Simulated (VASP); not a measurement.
# C in VASP: a series of runs

C is run at these levels: PBE+D3(BJ); tasks: relaxation of shape and atoms at fixed volume, single point.

Everything below comes from runs of VASP 6.6.1. Logs are shortened: lines on timing, memory, paths and dates and some standing lists are left out, and cuts for length are marked.

**1. The cell of the first run**

The cell holds a slab with vacuum, 4 atoms: a = 2.440 Å, b = 2.440 Å, c = 23.681 Å, α = 90.00°, β = 90.00°, γ = 120.00°.

**2. Relaxation of shape and atoms at fixed volume, PBE+D3(BJ) (30.53 Å³/atom)**

Contents of INCAR:

```
SYSTEM = C
PREC = Accurate
ENCUT = 600
EDIFF = 1E-6
ISMEAR = 0
SIGMA = 0.1
LREAL = .FALSE.
LASPH = .TRUE.
NELM = 60
ALGO = Normal
ISIF = 4
LWAVE = .FALSE.
LCHARG = .FALSE.
GGA = PE
IVDW = 12
IBRION = 2
NSW = 50
EDIFFG = -0.01
```

Contents of KPOINTS:

```
Automatic mesh
0
G
  18 18 2
  0 0 0
```

Contents of POSCAR:

```
C
1.0
    2.4403644576      0.0000000000      0.0000000000
   -1.2201822288      2.1134176148      0.0000000000
    0.0000000000      0.0000000000     23.6806375001
C
4
Direct
    0.0000000000      0.0000000000      0.5711557762
    0.0000000000      0.0000000000      0.4288442238
    0.3333333333      0.6666666667      0.4288237746
    0.6666666667      0.3333333333      0.5711762254
```

Potentials or basis: VASP PAW PBE potentials, release 64 (C).

Launch:

```sh
cat potpaw_PBE.64/C/POTCAR > POTCAR
mpirun -np 1 vasp_std > vasp.out
```

OUTCAR:

```text
SYSTEM = C
   PREC = Accurate
   ENCUT = 600
   EDIFF = 1E-6
   ISMEAR = 0
   LREAL = .FALSE.
   LASPH = .TRUE.
   NELM = 60
   ISIF = 4
   GGA = PE
   IVDW = 12
   IBRION = 2
   NSW = 50
   EDIFFG = -0.01
 IVDW          = 12

 ion  position               nearest neighbor table
   1  0.000  0.000  0.571-   4 1.41   4 1.41   4 1.41
   2  0.000  0.000  0.429-   3 1.41   3 1.41   3 1.41
   3  0.333  0.667  0.429-   2 1.41   2 1.41   2 1.41
   4  0.667  0.333  0.571-   1 1.41   1 1.41   1 1.41

  LATTYP: Found a hexagonal cell.
 ALAT       =     2.4403644576
 C/A-ratio  =     9.7037298779

  Lattice vectors:

 A1 = (   2.4403644576,   0.0000000000,   0.0000000000)
 A2 = (  -1.2201822288,   2.1134176148,   0.0000000000)
 A3 = (   0.0000000000,   0.0000000000,  23.6806375001)

Analysis of symmetry for initial positions (statically):
=====================================================================
 Subroutine PRICEL returns:
 Original cell was already a primitive cell.

 Routine SETGRP: Setting up the symmetry group for a
 hexagonal supercell.

 Subroutine GETGRP returns: Found 12 space group operations
 (whereof 12 operations were pure point group operations)
 out of a pool of 24 trial point group operations.

The static configuration has the point symmetry D_3d.

Analysis of symmetry for dynamics (positions and initial velocities):
=====================================================================
 Subroutine PRICEL returns:
 Original cell was already a primitive cell.

 Routine SETGRP: Setting up the symmetry group for a
 hexagonal supercell.

 Subroutine GETGRP returns: Found 12 space group operations
 (whereof 12 operations were pure point group operations)
 out of a pool of 24 trial point group operations.

The dynamic configuration has the point symmetry D_3d.

 Subroutine INISYM returns: Found 12 space group operations
 (whereof 12 operations are pure point group operations),
 and found     1 'primitive' translations

----------------------------------------------------------------------------------------

                                     Primitive cell

  volume of cell :     122.1331

  direct lattice vectors                    reciprocal lattice vectors
     2.440364458  0.000000000  0.000000000     0.409774858  0.236583625  0.000000000
    -1.220182229  2.113417615  0.000000000     0.000000000  0.473167250  0.000000000
     0.000000000  0.000000000 23.680637500     0.000000000  0.000000000  0.042228593

  length of vectors
     2.440364458  2.440364458 23.680637500     0.473167250  0.473167250  0.042228593

  position of ions in fractional coordinates (direct lattice)
     0.000000000  0.000000000  0.571155776
     0.000000000  0.000000000  0.428844224
     0.333333333  0.666666667  0.428823775
     0.666666667  0.333333333  0.571176225

  ion indices of the primitive-cell ions
   primitive index   ion index
                 1           1
                 2           2
                 3           3
                 4           4

----------------------------------------------------------------------------------------

 KPOINTS: Automatic mesh

Automatic generation of k-mesh.
 Grid dimensions read from file:
 generate k-points for:   18   18    2

 Generating k-lattice:

  Cartesian coordinates                     Fractional coordinates (reciprocal lattice)
     0.022765270  0.013143535  0.000000000     0.055555556  0.000000000  0.000000000
     0.000000000  0.026287069  0.000000000     0.000000000  0.055555556  0.000000000
     0.000000000  0.000000000  0.021114296     0.000000000  0.000000000  0.500000000

  Length of vectors
     0.026287069  0.026287069  0.021114296

  Shift w.r.t. Gamma in fractional coordinates (k-lattice)
     0.000000000  0.000000000  0.000000000

 Subroutine IBZKPT returns following result:
 ===========================================

 Found     74 irreducible k-points:

 Following reciprocal coordinates:
            Coordinates               Weight
  0.000000  0.000000  0.000000      1.000000
  0.055556 -0.000000  0.000000      6.000000
  0.111111 -0.000000  0.000000      6.000000
  0.166667 -0.000000  0.000000      6.000000
  0.222222 -0.000000  0.000000      6.000000
  0.277778 -0.000000  0.000000      6.000000
[... 16 lines left out ...]
  0.333333  0.111111  0.000000     12.000000
  0.388889  0.111111  0.000000     12.000000
 [... further k-points ...]
   k-points           NKPTS =     74   k-points in BZ     NKDIM =     74   number of bands    NBANDS=     12
   number of dos      NEDOS =    301   number of ions     NIONS =      4
   total plane-waves  NPLWV =  76800
   dimension x,y,z NGX =    20 NGY =   20 NGZ =  192
   dimension x,y,z NGXF=    40 NGYF=   40 NGZF=  384
   ions per type =               4
   NGX,Y,Z   is equivalent  to a cutoff of  13.62, 13.62, 13.48 a.u.
   NGXF,Y,Z  is equivalent  to a cutoff of  27.25, 27.25, 26.96 a.u.
 SYSTEM =  C
   PREC   = accura    normal or accurate (medium, high low for compatibility)
   ISTART =      0    job   : 0-new  1-cont  2-samecut
   ICHARG =      2    charge: 1-file 2-atom 10-const
   ISPIN  =      1    spin polarized calculation?
   LNONCOLLINEAR =      F non collinear calculations
   LSORBIT =      F    spin-orbit coupling
   LASPH  =      T    aspherical Exc in radial PAW
   ENCUT  =  600.0 eV  44.10 Ry    6.64 a.u.   4.87  4.87 47.30*2*pi/ulx,y,z
   NELM   =     60;   NELMIN=  2; NELMDL= -5     # of ELM steps
   EDIFF  = 0.1E-05   stopping-criterion for ELM
   LREAL  =      F    real-space projection
   EDIFFG = -.1E-01   stopping-criterion for IOM
   NSW    =     50    number of steps for IOM
   IBRION =      2    ionic relax: 0-MD 1-quasi-New 2-CG
   NFREE  =      1    steps in history (QN), initial steepest desc. (CG)
   ISIF   =      4    stress and relaxation
   ISYM   =      2    0-nonsym 1-usesym 2-fastsym
   POTIM  = 0.5000    time-step for ionic-motion
   TEBEG  =    0.0;   TEEND  =   0.0 temperature during run
   PSTRESS=    0.0 pullay stress
   NELECT =      16.0000    total number of electrons
   NUPDOWN=      -1.0000    fix difference up-down
   EMIN   =  10.00;   EMAX   =-10.00  energy-range for DOS
   EFERMI =   0.00;   METHOD = LEGACY
   ISMEAR =     0;   SIGMA  =   0.10  broadening in eV -4-tet -1-fermi 0-gaus
   EFERMI_NEDOS =   21; number of points for ismear=-14 and -15
   IALGO  =     38    algorithm
   IMIX   =      4    mixing-type and parameters
     AMIX     =   0.40;   BMIX     =  1.00
     AMIX_MAG =   1.60;   BMIX_MAG =  1.00
  volume/ion in A,a.u.               =      30.53       206.05
  Fermi-wavevector in a.u.,A,eV,Ry     =   0.831452  1.571216  9.405870  0.691312
  Thomas-Fermi vector in A             =   1.944341
   LORBIT       =      0    0 simple, 1 ext, 2 COOP (PROOUT), +10 PAW based schemes
   GGA     = PE    functional components
   LHFCALC =     F    Hartree Fock is set to
   AEXX    =    0.0000 exact exchange contribution
   IVDW    =    12    specifies the selected vdW correction
   LEPSILON=     F    determine dielectric tensor
   LRPA    =     F    only Hartree local field effects (RPA)
 conjugate gradient relaxation of ions
 non-spin polarized calculation
 Gauss-broadening in eV      SIGMA  =   0.10
  energy-cutoff  :      600.00
  volume of cell :      122.13
 maximum number of plane-waves:      4158
 NGX is ok and might be reduce to    20
   NGX =  9   NGY =  9   NGZ = 95

--------------------------------------- Ionic step        1  -------------------------------------------

 number of electron      16.0000000 magnetization

 Free energy of the ion-electron system (eV)
  ---------------------------------------------------
  ext. energy  EPLUGINS =         0.00000000
  ---------------------------------------------------
  free energy    TOTEN  =       -36.85136425 eV

  energy without entropy =      -36.85066770  energy(sigma->0) =      -36.85101598

------------------------ aborting loop because EDIFF is reached ----------------------------------------

 Edisp (eV)   -0.47799

 E8    (eV) :    -0.1430

  FORCE on cell =-STRESS in cart. coord.  units (eV):
  Direction    XX          YY          ZZ          XY          YZ          ZX
  --------------------------------------------------------------------------------------
  -------------------------------------------------------------------------------------
  Total       3.03099     3.03099    -0.05060     0.00000     0.00000     0.00000
  in kB      39.76142    39.76142    -0.66381     0.00000     0.00000     0.00000
  external pressure =       26.29 kB  Pullay stress =        0.00 kB
[... 103 lines left out ...]
  FREE ENERGIE OF THE ION-ELECTRON SYSTEM (eV)
  ---------------------------------------------------
  free  energy   TOTEN  =       -37.3603798781 eV

  energy  without entropy=      -37.3596833466  energy(sigma->0) =      -37.36003161

[... ionic steps 4 to 16 ...]

--------------------------------------- Ionic step       17  -------------------------------------------

 number of electron      16.0000000 magnetization

------------------------ aborting loop because EDIFF is reached ----------------------------------------

 Edisp (eV)   -0.47632

 E8    (eV) :    -0.1425
[... 73 lines left out ...]
  energy  without entropy=      -37.3613875569  energy(sigma->0) =      -37.36173584

--------------------------------------- Ionic step       19  -------------------------------------------

 number of electron      16.0000000 magnetization

 Free energy of the ion-electron system (eV)
  ---------------------------------------------------
  ext. energy  EPLUGINS =         0.00000000
  ---------------------------------------------------
  free energy    TOTEN  =       -36.88751119 eV

  energy without entropy =      -36.88681461  energy(sigma->0) =      -36.88716290

 E-fermi :  -1.6875     XC(G=0):  -3.4116

 val. band max:       -1.6875302241   @ k =   0.3333   0.3333   0.5000
 cond. band min:      -1.6875288128   @ k =   0.3333   0.3333   0.0000
 fundamental gap:      0.0000014113
 Fermi energy:        -1.6875290004

 k-point     1 :       0.0000    0.0000    0.0000
  band No.  band energies     occupation
      1     -21.2601      2.00000
      2     -21.1243      2.00000
      3      -9.7354      2.00000
      4      -8.8240      2.00000
      5      -4.7200      2.00000
      6      -4.7200      2.00000
      7      -4.7119      2.00000
      8      -4.7119      2.00000
      9       1.7255      0.00000
     10       2.0809      0.00000
     11       2.7108      0.00000
     12       3.4267      0.00000
[... 331 lines left out ...]
 k-point    24 :       0.3889    0.1111    0.0000
  band No.  band energies     occupation
      1     -16.5563      2.00000
      2     -16.4630      2.00000
      3     -13.9166      2.00000
      4     -13.8444      2.00000
      5      -8.9307      2.00000
      6      -8.8967      2.00000
      7      -4.4843      2.00000
      8      -3.9466      2.00000
      9       0.2729      0.00000
     10       0.6566      0.00000
     11       6.8578      0.00000
     12       7.0540      0.00000

 [... further k-points ...]

------------------------ aborting loop because EDIFF is reached ----------------------------------------

 Edisp (eV)   -0.47459

 E8    (eV) :    -0.1419

  FORCE on cell =-STRESS in cart. coord.  units (eV):
  Direction    XX          YY          ZZ          XY          YZ          ZX
  --------------------------------------------------------------------------------------
  -------------------------------------------------------------------------------------
  Total      -0.07364    -0.07364    -0.07221     0.00000     0.00000    -0.00000
  in kB      -0.96602    -0.96602    -0.94723     0.00000     0.00000    -0.00000
  external pressure =       -0.96 kB  Pullay stress =        0.00 kB
[... 19 lines left out ...]
  FREE ENERGIE OF THE ION-ELECTRON SYSTEM (eV)
  ---------------------------------------------------
  free  energy   TOTEN  =       -37.3620984046 eV

  energy  without entropy=      -37.3614018279  energy(sigma->0) =      -37.36175012

 reached required accuracy - stopping structural energy minimisation
```

It took 16 min on 1 thread of Intel Xeon Platinum 8259CL at 2.50GHz (Skylake/Cascade Lake), shared host; peak memory 0.34 GiB.

What came out:

```
Free energy                  : -37.3621 eV
Energy gained by relaxing    : 8.2 meV/atom
Ionic steps                  : 19
Largest force after relaxing : 0.006 eV/Å
Band gap on the k mesh       : zero (filled and empty bands touch)
Dispersion energy per atom   : -0.119 eV
```

Forces in eV/Å, atoms in the order of the input:
```
C    0.000  0.000 -0.006
C    0.000  0.000  0.006
C    0.000  0.000 -0.006
C    0.000  0.000  0.006
```

The path:
| step | energy change (eV) | largest force (eV/Å) | pressure (GPa) | volume (Å³) |
| --- | --- | --- | --- | --- |
| 1 | 0.0000 | 0.0041 | 2.63 | 122.13 |
| 2 | -0.0294 | 0.0247 | -0.51 | 122.13 |
| 3 | -0.0310 | 0.0204 | 0.05 | 122.13 |
| 4 | -0.0310 | 0.0200 | 0.11 | 122.13 |
| 5 | -0.0311 | 0.0187 | 0.10 | 122.13 |
| 6 | -0.0312 | 0.0282 | 0.09 | 122.13 |
| 7 | -0.0315 | 0.0482 | 0.07 | 122.13 |
| 8 | -0.0317 | 0.0880 | 0.03 | 122.13 |
| 9 | -0.0317 | 0.0871 | 0.03 | 122.13 |
| 10 | -0.0318 | 0.0829 | 0.02 | 122.13 |
| 11 | -0.0319 | 0.0748 | 0.01 | 122.13 |
| 12 | -0.0321 | 0.0580 | -0.01 | 122.13 |
| 13 | -0.0324 | 0.0253 | -0.05 | 122.13 |
| 14 | -0.0326 | 0.0456 | -0.14 | 122.13 |
| 15 | -0.0326 | 0.0273 | -0.11 | 122.13 |
| 16 | -0.0326 | 0.0284 | -0.12 | 122.13 |
| 17 | -0.0326 | 0.0243 | -0.11 | 122.13 |
| 18 | -0.0327 | 0.0116 | -0.10 | 122.13 |
| 19 | -0.0327 | 0.0065 | -0.10 | 122.13 |

Final structure:
```
C
1.0
     2.46636    0.00000    0.00000
    -1.23318    2.13593    0.00000
     0.00000    0.00000   23.18409
C
4
Direct
  0.00000 0.00000 0.57331
  0.00000 0.00000 0.42669
  0.33333 0.66667 0.42668
  0.66667 0.33333 0.57332
```

(Continued in part 2 of 2.)
